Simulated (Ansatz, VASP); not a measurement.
## CsMg6Zn: VASP beside Ansatz

INCAR

```
PREC = Accurate ; ENCUT = 520
EDIFF = 1E-7 ; ISMEAR = -1
SIGMA = 0.05 ; LREAL = False
LASPH = True ; NELM = 60
ALGO = Fast ; ISIF = 2
LWAVE = False ; LCHARG = False
GGA = PE ; NBANDS = 26
```

File KPOINTS:

```
regular mesh
0
Gamma
  5 5 5
```

The input POSCAR:

```
CsMg6Zn
1.0
    5.2262050000      0.0000000000      0.0000000000
    0.0000000000      2.9764350000      9.1961420000
    0.0000000000     -2.9764350000      9.1961420000
Cs Zn Mg
1 1 6
Direct
    0.5048380000      0.7091000000      0.7144520000
    0.5086320000      0.0603750000      0.0697270000
   -0.0046130000      0.8927220000      0.8852510000
   -0.0028380000      0.3823100000      0.3907520000
   -0.0021960000      0.2906160000      0.7961630000
    0.0050930000      0.7932060000      0.2885950000
    0.5070540000      0.1764890000      0.6883730000
    0.4978980000      0.6831630000      0.1772240000
```

input.yaml

```yaml
crystal:
  lattice:
    - [5.226205, 0.0, 0.0]
    - [0.0, 2.976435, 9.196142]
    - [0.0, -2.976435, 9.196142]
  atoms:
    - { symbol: Cs, position: [0.504838, 0.7091, 0.714452] }
    - { symbol: Zn, position: [0.508632, 0.060375, 0.069727] }
    - { symbol: Mg, position: [-0.004613, 0.892722, 0.885251] }
    - { symbol: Mg, position: [-0.002838, 0.38231, 0.390752] }
    - { symbol: Mg, position: [-0.002196, 0.290616, 0.796163] }
    - { symbol: Mg, position: [0.005093, 0.793206, 0.288595] }
    - { symbol: Mg, position: [0.507054, 0.176489, 0.688373] }
    - { symbol: Mg, position: [0.497898, 0.683163, 0.177224] }
hamiltonian:
  xc: pbe
  pseudopotentials: { kind: paw }
kpoints:
  mp_grid: { grid: [5, 5, 5] }
scf:
  occupations: { method: fermi_dirac, width: 0.05 }
output:
  forces: true
  stress: true
  eigenvalues: true
```

Change from the starting cell: atoms moved at random, drawn with an rms of 0.05 Å.

Alike in both runs: task single point; functional PBE; k mesh 5 × 5 × 5; occupations fermi-dirac, width 0.05 eV; no spin polarisation.

```csv
,VASP,Ansatz
version,VASP 6.6.1,Ansatz 0.2.0
potentials or method,"VASP PAW PBE potentials, release 64 (Cs_sv, Zn, Mg)",Ansatz PAW
plane-wave cutoff (eV),520,420
valence electrons in the cell,33,81
```

```tsv
	VASP	Ansatz	Ansatz less VASP
gap on the k mesh at the Fermi level (eV)	none	none	-
pressure (GPa)	-0.1	-0.1	+0.04
traceless stress, the component that is largest in VASP (GPa)	-0.88	-0.87	+0.009
rms of the force components (eV/Å)	0.104	0.104	+0.0005
```

Atom by atom the forces differ by 0.003 eV/Å (rms over components). A gap of «none» marks a metal or a gap that the smearing closes. VASP's potentials hold 33 valence electrons a cell and Ansatz's 81, so a difference there can come from the potentials and not from the codes.

Spin-orbit coupling is off throughout.
